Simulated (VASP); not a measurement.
# Hf (Fm-3m) in VASP: further runs

Hf is run at these levels: r2SCAN; tasks: single point.

All numbers are computed with VASP 6.6.1; they aren't measurements. Logs are shortened: lines on timing, memory, paths and dates and some standing lists are left out, and cuts for length are marked.

**1. The cell of the first run**

Symmetry: Fm-3m, No. 225, cubic system. Conventional cell: a = 4.456 Å, b = 4.456 Å, c = 4.456 Å, α = 90.00°, β = 90.00°, γ = 90.00°. Within 4.1 Å of Hf (site symmetry m-3m) lie 12 Hf at 3.15 Å.

This isn't the form of Hf at room conditions, which is hcp.

**2. Single point, r2SCAN**

The input, POSCAR:

```
Hf
1.0
    0.0000000000      2.2278602032      2.2278602032
    2.2278602032      0.0000000000      2.2278602032
    2.2278602032      2.2278602032      0.0000000000
Hf
1
Direct
    0.0000000000      0.0000000000      0.0000000000
```

The input, INCAR.step1:

```
PREC = Accurate ; ENCUT = 520
ISMEAR = -1 ; SIGMA = 0.1
LREAL = F ; LASPH = T
NELM = 100 ; NBANDS = 11
GGA = PE ; ALGO = Normal
EDIFF = 1E-4 ; LWAVE = T
LCHARG = F
```

The input, INCAR.step2:

```
PREC = Accurate ; ENCUT = 520
EDIFF = 1E-7 ; ISMEAR = -1
SIGMA = 0.1 ; LREAL = F
LASPH = T ; NELM = 100
ALGO = Normal ; ISIF = 2
LWAVE = F ; LCHARG = F
METAGGA = R2SCAN ; LMIXTAU = T
NBANDS = 11 ; ISTART = 1
```

The input, KPOINTS:

```
Automatic mesh
0
Gamma
  13 13 13
```

Potentials or basis: VASP PAW PBE potentials, release 64 (Hf_pv).

The run is started by

```sh
> cat potpaw_PBE.64/Hf_pv/POTCAR > POTCAR
> cp INCAR.step1 INCAR
> mpirun -np 1 vasp_std > vasp.out
> cp INCAR.step2 INCAR
> mpirun -np 1 vasp_std > vasp.out
```

OUTCAR:

```text
PREC = Accurate
   ENCUT = 520
   EDIFF = 1E-7
   ISMEAR = -1
   LREAL = F
   LASPH = T
   NELM = 100
   ISIF = 2
   METAGGA = R2SCAN
   ISTART = 1

 ion  position               nearest neighbor table
   1  0.000  0.000  0.000-

  LATTYP: Found a face centered cubic cell.
 ALAT       =     4.4557204064

  Lattice vectors:

 A1 = (   0.0000000000,   2.2278602032,   2.2278602032)
 A2 = (   2.2278602032,   0.0000000000,   2.2278602032)
 A3 = (   2.2278602032,   2.2278602032,   0.0000000000)

Analysis of symmetry for initial positions (statically):
=====================================================================
 Subroutine PRICEL returns:
 Original cell was already a primitive cell.

 Routine SETGRP: Setting up the symmetry group for a
 face centered cubic supercell.

 Subroutine GETGRP returns: Found 48 space group operations
 (whereof 48 operations were pure point group operations)
 out of a pool of 48 trial point group operations.

The static configuration has the point symmetry O_h .

Analysis of symmetry for dynamics (positions and initial velocities):
=====================================================================
 Subroutine PRICEL returns:
 Original cell was already a primitive cell.

 Routine SETGRP: Setting up the symmetry group for a
 face centered cubic supercell.

 Subroutine GETGRP returns: Found 48 space group operations
 (whereof 48 operations were pure point group operations)
 out of a pool of 48 trial point group operations.

The dynamic configuration has the point symmetry O_h .

 Subroutine INISYM returns: Found 48 space group operations
 (whereof 48 operations are pure point group operations),
 and found     1 'primitive' translations

----------------------------------------------------------------------------------------

                                     Primitive cell

  volume of cell :      22.1153

  direct lattice vectors                    reciprocal lattice vectors
     0.000000000  2.227860203  2.227860203    -0.224430599  0.224430599  0.224430599
     2.227860203  0.000000000  2.227860203     0.224430599 -0.224430599  0.224430599
     2.227860203  2.227860203  0.000000000     0.224430599  0.224430599 -0.224430599

  length of vectors
     3.150670114  3.150670114  3.150670114     0.388725200  0.388725200  0.388725200

  position of ions in fractional coordinates (direct lattice)
     0.000000000  0.000000000  0.000000000

  ion indices of the primitive-cell ions
   primitive index   ion index
                 1           1

----------------------------------------------------------------------------------------

 KPOINTS: Automatic mesh

Automatic generation of k-mesh.
 Grid dimensions read from file:
 generate k-points for:   13   13   13

 Generating k-lattice:

  Cartesian coordinates                     Fractional coordinates (reciprocal lattice)
    -0.017263892  0.017263892  0.017263892     0.076923077  0.000000000  0.000000000
     0.017263892 -0.017263892  0.017263892     0.000000000  0.076923077  0.000000000
     0.017263892  0.017263892 -0.017263892     0.000000000  0.000000000  0.076923077

  Length of vectors
     0.029901938  0.029901938  0.029901938

  Shift w.r.t. Gamma in fractional coordinates (k-lattice)
     0.000000000  0.000000000  0.000000000

 Subroutine IBZKPT returns following result:
 ===========================================

 Found     84 irreducible k-points:

 Following reciprocal coordinates:
            Coordinates               Weight
  0.000000  0.000000  0.000000      1.000000
  0.076923  0.000000  0.000000      8.000000
  0.153846  0.000000  0.000000      8.000000
  0.230769  0.000000  0.000000      8.000000
  0.307692  0.000000  0.000000      8.000000
  0.384615  0.000000  0.000000      8.000000
[... 16 lines left out ...]
  0.384615  0.153846  0.000000     24.000000
  0.461538  0.153846  0.000000     24.000000
 [... further k-points ...]
   k-points           NKPTS =     84   k-points in BZ     NKDIM =     84   number of bands    NBANDS=     11
   number of dos      NEDOS =    301   number of ions     NIONS =      1
   total plane-waves  NPLWV =  13824
   dimension x,y,z NGX =    24 NGY =   24 NGZ =   24
   dimension x,y,z NGXF=    48 NGYF=   48 NGZF=   48
   ions per type =               1
   NGX,Y,Z   is equivalent  to a cutoff of  12.66, 12.66, 12.66 a.u.
   NGXF,Y,Z  is equivalent  to a cutoff of  25.33, 25.33, 25.33 a.u.
 SYSTEM =  unknown system
   PREC   = accura    normal or accurate (medium, high low for compatibility)
   ISTART =      1    job   : 0-new  1-cont  2-samecut
   ICHARG =      0    charge: 1-file 2-atom 10-const
   ISPIN  =      1    spin polarized calculation?
   LNONCOLLINEAR =      F non collinear calculations
   LSORBIT =      F    spin-orbit coupling
   LASPH  =      T    aspherical Exc in radial PAW
   ENCUT  =  520.0 eV  38.22 Ry    6.18 a.u.   5.86  5.86  5.86*2*pi/ulx,y,z
   NELM   =    100;   NELMIN=  2; NELMDL=  0     # of ELM steps
   EDIFF  = 0.1E-06   stopping-criterion for ELM
   LREAL  =      F    real-space projection
   EDIFFG = 0.1E-05   stopping-criterion for IOM
   NSW    =      0    number of steps for IOM
   IBRION =     -1    ionic relax: 0-MD 1-quasi-New 2-CG
   NFREE  =      0    steps in history (QN), initial steepest desc. (CG)
   ISIF   =      2    stress and relaxation
   ISYM   =      2    0-nonsym 1-usesym 2-fastsym
   POTIM  = 0.5000    time-step for ionic-motion
   TEBEG  =    0.0;   TEEND  =   0.0 temperature during run
   PSTRESS=    0.0 pullay stress
   NELECT =      10.0000    total number of electrons
   NUPDOWN=      -1.0000    fix difference up-down
   EMIN   =  10.00;   EMAX   =-10.00  energy-range for DOS
   EFERMI =   0.00;   METHOD = LEGACY
   ISMEAR =    -1;   SIGMA  =   0.10  broadening in eV -4-tet -1-fermi 0-gaus
   EFERMI_NEDOS =   21; number of points for ismear=-14 and -15
   IALGO  =     38    algorithm
   IMIX   =      4    mixing-type and parameters
     AMIX     =   0.40;   BMIX     =  1.00
     AMIX_MAG =   1.60;   BMIX_MAG =  1.00
  volume/ion in A,a.u.               =      22.12       149.24
  Fermi-wavevector in a.u.,A,eV,Ry     =   1.256542  2.374519 21.482198  1.578897
  Thomas-Fermi vector in A             =   2.390245
   LORBIT       =      0    0 simple, 1 ext, 2 COOP (PROOUT), +10 PAW based schemes
   METAGGA = R2SCAN    functional components
   LHFCALC =     F    Hartree Fock is set to
   AEXX    =    0.0000 exact exchange contribution
   IVDW    =     0    specifies the selected vdW correction
   LEPSILON=     F    determine dielectric tensor
   LRPA    =     F    only Hartree local field effects (RPA)
 non-spin polarized calculation
  energy-cutoff  :      520.00
  volume of cell :       22.12
 maximum number of plane-waves:       609
   NGX = 11   NGY = 11   NGZ = 11

 number of electron       9.9999999 magnetization

 Free energy of the ion-electron system (eV)
  ---------------------------------------------------
  ext. energy  EPLUGINS =         0.00000000
  ---------------------------------------------------
  free energy    TOTEN  =       -45.08692475 eV

  energy without entropy =      -45.04302865  energy(sigma->0) =      -45.06497670

 E-fermi :   4.6881     XC(G=0): -12.2302

 val. band max:        4.6814313144   @ k =  -0.3846   0.0769   0.0000
 cond. band min:       4.7106510556   @ k =  -0.3846   0.3077   0.1538
 fundamental gap:      0.0292197412
 Fermi energy:         4.6880795840

 k-point     1 :       0.0000    0.0000    0.0000
  band No.  band energies     occupation
      1     -26.3809      2.00000
      2     -26.3809      2.00000
      3     -26.3809      2.00000
      4      -2.9070      2.00000
      5       6.2985      0.00000
      6       6.2985      0.00000
      7       6.2985      0.00000
      8       9.3346      0.00000
      9       9.3346      0.00000
     10      16.5654      0.00000
     11      16.7207      0.00000

 k-point     2 :       0.0769    0.0000    0.0000
  band No.  band energies     occupation
      1     -26.4343      2.00000
      2     -26.3875      2.00000
      3     -26.3875      2.00000
      4      -2.6900      2.00000
      5       6.0644      0.00000
      6       6.4012      0.00000
      7       6.4012      0.00000
      8       9.2190      0.00000
      9       9.2190      0.00000
     10      16.7207      0.00000
     11      17.0567      0.00000

 k-point     3 :       0.1538    0.0000    0.0000
  band No.  band energies     occupation
      1     -26.5801      2.00000
      2     -26.4059      2.00000
      3     -26.4059      2.00000
      4      -2.0740      2.00000
      5       5.5190      0.00049
      6       6.6264      0.00000
      7       6.6264      0.00000
      8       9.0291      0.00000
      9       9.0291      0.00000
     10      16.7206      0.00000
     11      17.9530      0.00000

 k-point     4 :       0.2308    0.0000    0.0000
  band No.  band energies     occupation
      1     -26.7801      2.00000
      2     -26.4316      2.00000
      3     -26.4316      2.00000
      4      -1.1708      2.00000
      5       4.9579      0.12611
      6       6.7138      0.00000
      7       6.7138      0.00000
      8       9.1601      0.00000
      9       9.1601      0.00000
     10      16.7197      0.00000
     11      16.9801      0.00000
[... 239 lines left out ...]
 k-point    22 :       0.3077    0.1538    0.0000
  band No.  band energies     occupation
      1     -26.8730      2.00000
      2     -26.5121      2.00000
      3     -26.5085      2.00000
      4      -0.2019      2.00000
      5       4.2612      1.97239
      6       6.1551      0.00000
      7       7.3431      0.00000
      8       8.6686      0.00000
      9      10.4128      0.00000
     10      16.7202      0.00000
     11      17.9795      0.00000

 k-point    23 :       0.3846    0.1538    0.0000
  band No.  band energies     occupation
      1     -27.0319      2.00000
      2     -26.5505      2.00000
      3     -26.5333      2.00000
      4       0.7322      2.00000
      5       4.0881      1.99505
      6       5.6482      0.00014
      7       7.1671      0.00000
      8       9.8213      0.00000
      9      11.0924      0.00000
     10      16.5210      0.00000
     11      16.7257      0.00000

 k-point    24 :       0.4615    0.1538    0.0000
  band No.  band energies     occupation
      1     -27.1454      2.00000
      2     -26.5929      2.00000
      3     -26.5406      2.00000
      4       1.3971      2.00000
      5       4.1375      1.99191
      6       5.4847      0.00069
      7       6.9292      0.00000
      8      11.0767      0.00000
      9      11.5482      0.00000
     10      14.9663      0.00000
     11      16.7215      0.00000

 [... further k-points ...]

------------------------ aborting loop because EDIFF is reached ----------------------------------------

  FORCE on cell =-STRESS in cart. coord.  units (eV):
  Direction    XX          YY          ZZ          XY          YZ          ZX
  --------------------------------------------------------------------------------------
  -------------------------------------------------------------------------------------
  Total        0.1558122      0.1558122      0.1558122     -0.0000000     -0.0000000     -0.0000000
  in kB       11.2880328     11.2880328     11.2880328     -0.0000000     -0.0000000     -0.0000000
  external PRESSURE =      11.2880328 kB  Pullay stress =       0.0000000 kB

 VOLUME and BASIS-vectors are now :
 -----------------------------------------------------------------------------
  energy-cutoff  :      520.00
  volume of cell :       22.12
      direct lattice vectors                 reciprocal lattice vectors
     0.000000000  2.227860203  2.227860203    -0.224430599  0.224430599  0.224430599
     2.227860203  0.000000000  2.227860203     0.224430599 -0.224430599  0.224430599
     2.227860203  2.227860203  0.000000000     0.224430599  0.224430599 -0.224430599

 POSITION                                       TOTAL-FORCE (eV/Angst)
 -----------------------------------------------------------------------------------
      0.00000      0.00000      0.00000        -0.000000      0.000000     -0.000000
 -----------------------------------------------------------------------------------
    total drift:                                0.000000      0.000000      0.000000

  FREE ENERGIE OF THE ION-ELECTRON SYSTEM (eV)
  ---------------------------------------------------
  free  energy   TOTEN  =       -45.0869247462 eV

  energy  without entropy=      -45.0430286501  energy(sigma->0) =      -45.06497670
```

Run time: 82 s. Hardware: 1 thread of Intel Xeon 8259CL, shared host; peak memory 0.16 GiB.

Results:

| Property | Result |
| --- | --- |
| Free energy | -45.0869 eV |
| Pressure | 1.1 GPa |
| Band gap on the k mesh | zero (bands 5 and 6 overlap by 2.20 eV) |

Caveat: the PAW data sets were made with another functional, which shifts forces and pressure a little; spin-orbit coupling is left out, which moves the levels of the heavy elements.

**3. Single point, r2SCAN**

This run uses another cell than the first one, of 22.79 Å³/atom.

The input, POSCAR:

```
Hf
1.0
    0.0000000000      2.2503653648      2.2503653648
    2.2503653648      0.0000000000      2.2503653648
    2.2503653648      2.2503653648      0.0000000000
Hf
1
Direct
    0.0000000000      0.0000000000      0.0000000000
```

The input, INCAR.step1:

```
PREC = Accurate
ENCUT = 520
ISMEAR = -1
SIGMA = 0.1
LREAL = False
LASPH = True
NELM = 80
NBANDS = 11
GGA = PE
ALGO = Normal
EDIFF = 1E-4
LWAVE = True
LCHARG = False
```

The input, INCAR.step2:

```
PREC = Accurate
ENCUT = 520
EDIFF = 1E-6
ISMEAR = -1
SIGMA = 0.1
LREAL = False
LASPH = True
NELM = 80
ALGO = Normal
ISIF = 2
LWAVE = False
LCHARG = False
METAGGA = R2SCAN
LMIXTAU = True
NBANDS = 11
ISTART = 1
```

KPOINTS is that of step 2.

Potentials or basis: VASP PAW PBE potentials, release 64 (Hf_pv).

The run is started by

```sh
> cat potpaw_PBE.64/Hf_pv/POTCAR > POTCAR
> cp INCAR.step1 INCAR
> mpirun -np 1 vasp_std > vasp.out
> cp INCAR.step2 INCAR
> mpirun -np 1 vasp_std > vasp.out
```

OUTCAR:

```text
PREC = Accurate
   ENCUT = 520
   EDIFF = 1E-6
   ISMEAR = -1
   LREAL = False
   LASPH = True
   NELM = 80
   ISIF = 2
   METAGGA = R2SCAN
   ISTART = 1

 ion  position               nearest neighbor table
   1  0.000  0.000  0.000-

  LATTYP: Found a face centered cubic cell.
 ALAT       =     4.5007307296

  Lattice vectors:

 A1 = (   0.0000000000,   2.2503653648,   2.2503653648)
 A2 = (   2.2503653648,   0.0000000000,   2.2503653648)
 A3 = (   2.2503653648,   2.2503653648,   0.0000000000)

Analysis of symmetry for initial positions (statically):
=====================================================================
 Subroutine PRICEL returns:
 Original cell was already a primitive cell.

 Routine SETGRP: Setting up the symmetry group for a
 face centered cubic supercell.

 Subroutine GETGRP returns: Found 48 space group operations
 (whereof 48 operations were pure point group operations)
 out of a pool of 48 trial point group operations.

The static configuration has the point symmetry O_h .

Analysis of symmetry for dynamics (positions and initial velocities):
=====================================================================
 Subroutine PRICEL returns:
 Original cell was already a primitive cell.

 Routine SETGRP: Setting up the symmetry group for a
 face centered cubic supercell.

 Subroutine GETGRP returns: Found 48 space group operations
 (whereof 48 operations were pure point group operations)
 out of a pool of 48 trial point group operations.

The dynamic configuration has the point symmetry O_h .

 Subroutine INISYM returns: Found 48 space group operations
 (whereof 48 operations are pure point group operations),
 and found     1 'primitive' translations

[... 113 lines left out ...]
  volume/ion in A,a.u.               =      22.79       153.81
  Fermi-wavevector in a.u.,A,eV,Ry     =   1.243975  2.350773 21.054673  1.547475
  Thomas-Fermi vector in A             =   2.378263
   LORBIT       =      0    0 simple, 1 ext, 2 COOP (PROOUT), +10 PAW based schemes
   METAGGA = R2SCAN    functional components
   LHFCALC =     F    Hartree Fock is set to
   AEXX    =    0.0000 exact exchange contribution
   IVDW    =     0    specifies the selected vdW correction
   LEPSILON=     F    determine dielectric tensor
   LRPA    =     F    only Hartree local field effects (RPA)
 non-spin polarized calculation
  energy-cutoff  :      520.00
  volume of cell :       22.79
 maximum number of plane-waves:       626
   NGX = 11   NGY = 11   NGZ = 11

 number of electron       9.9999999 magnetization

 Free energy of the ion-electron system (eV)
  ---------------------------------------------------
  ext. energy  EPLUGINS =         0.00000000
  ---------------------------------------------------
  free energy    TOTEN  =       -45.08501414 eV

  energy without entropy =      -45.03981018  energy(sigma->0) =      -45.06241216

 E-fermi :   4.4789     XC(G=0): -12.0793

 val. band max:        4.4759568402   @ k =  -0.3077   0.2308   0.0000
 cond. band min:       4.4836175072   @ k =   0.2308   0.1538   0.0000
 fundamental gap:      0.0076606671
 Fermi energy:         4.4788983572

 k-point     1 :       0.0000    0.0000    0.0000
  band No.  band energies     occupation
      1     -26.7071      2.00000
      2     -26.7071      2.00000
      3     -26.7071      2.00000
      4      -3.0121      2.00000
      5       6.0740      0.00000
      6       6.0740      0.00000
      7       6.0740      0.00000
      8       9.0015      0.00000
      9       9.0016      0.00000
     10      16.2601      0.00000
     11      16.3990      0.00000
[... 309 lines left out ...]
 k-point    24 :       0.4615    0.1538    0.0000
  band No.  band energies     occupation
      1     -27.3971      2.00000
      2     -26.8990      2.00000
      3     -26.8520      2.00000
      4       1.2389      2.00000
      5       3.9255      1.99213
      6       5.2813      0.00065
      7       6.6871      0.00000
      8      10.6720      0.00000
      9      11.1235      0.00000
     10      14.4024      0.00000
     11      16.3999      0.00000

 [... further k-points ...]

------------------------ aborting loop because EDIFF is reached ----------------------------------------

  FORCE on cell =-STRESS in cart. coord.  units (eV):
  Direction    XX          YY          ZZ          XY          YZ          ZX
  --------------------------------------------------------------------------------------
  -------------------------------------------------------------------------------------
  Total       -0.2843808     -0.2843808     -0.2843808      0.0000000     -0.0000000     -0.0000000
  in kB      -19.9904113    -19.9904113    -19.9904113      0.0000000     -0.0000000     -0.0000000
  external PRESSURE =     -19.9904113 kB  Pullay stress =       0.0000000 kB

 VOLUME and BASIS-vectors are now :
 -----------------------------------------------------------------------------
  energy-cutoff  :      520.00
  volume of cell :       22.79
      direct lattice vectors                 reciprocal lattice vectors
     0.000000000  2.250365365  2.250365365    -0.222186143  0.222186143  0.222186143
     2.250365365  0.000000000  2.250365365     0.222186143 -0.222186143  0.222186143
     2.250365365  2.250365365  0.000000000     0.222186143  0.222186143 -0.222186143

 POSITION                                       TOTAL-FORCE (eV/Angst)
 -----------------------------------------------------------------------------------
      0.00000      0.00000      0.00000         0.000000      0.000000      0.000000
 -----------------------------------------------------------------------------------
    total drift:                               -0.000000      0.000000      0.000000

  FREE ENERGIE OF THE ION-ELECTRON SYSTEM (eV)
  ---------------------------------------------------
  free  energy   TOTEN  =       -45.0850141381 eV

  energy  without entropy=      -45.0398101823  energy(sigma->0) =      -45.06241216
```

It took 80 s on 1 thread of Intel Xeon 8259CL, shared host; peak memory 0.16 GiB.

Results:

```
Free energy            : -45.0850 eV
Pressure               : -2.0 GPa
Band gap on the k mesh : zero (bands 5 and 6 overlap by 2.16 eV)
```

Levels at points of the mesh, in eV from the Fermi level:
```csv
k point,band 2,band 3,band 4,band 5,band 6,band 7,band 8,band 9
"(0.00, 0.00, 0.00)",-31.19,-31.19,-7.49,1.60,1.60,1.60,4.52,4.52
```

Caveat: the PAW data sets were made with another functional, which shifts forces and pressure a little; spin-orbit coupling is left out, which moves the levels of the heavy elements.

[end of part 1 of 2]
